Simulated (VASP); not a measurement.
A run of VASP 6.6.1 is set up as follows.

Contents of POSCAR:

```
In
1.0
   -1.6573500545      1.6573500545      2.5222162388
    1.6573500545     -1.6573500545      2.5222162388
    1.6573500545      1.6573500545     -2.5222162388
In
1
Direct
    0.0000000000      0.0000000000      0.0000000000
```

File INCAR.step1:

```
ALGO = Normal
EDIFF = 1E-4
ENCUT = 520
GGA = PE
ISMEAR = -1
LASPH = True
LCHARG = False
LREAL = False
LWAVE = True
NBANDS = 12
NELM = 100
PREC = Accurate
SIGMA = 0.05
```

The input INCAR.step2:

```
ALGO = Normal
EDIFF = 1E-7
ENCUT = 520
ISIF = 2
ISMEAR = -1
ISTART = 1
LASPH = True
LCHARG = False
LMIXTAU = True
LREAL = False
LWAVE = False
METAGGA = R2SCAN
NBANDS = 12
NELM = 100
PREC = Accurate
SIGMA = 0.05
```

Contents of KPOINTS:

```
k-points
0
Gamma
  11 11 11
```

Potentials or basis: VASP PAW PBE potentials, release 64 (In_d).

The run is started by

```console
$ cat potpaw_PBE.64/In_d/POTCAR > POTCAR
$ cp INCAR.step1 INCAR
$ mpirun -np 1 vasp_std > vasp.out
$ cp INCAR.step2 INCAR
$ mpirun -np 1 vasp_std > vasp.out
```

Q: What does it give for the pressure?

A: -1.9 GPa.

Stress tensor (GPa, compression positive):
```
-1.86  0.00  0.00
 0.00 -1.86  0.00
 0.00  0.00 -2.00
```

Caveat: the PAW data sets were made with another functional, which shifts forces and pressure a little.
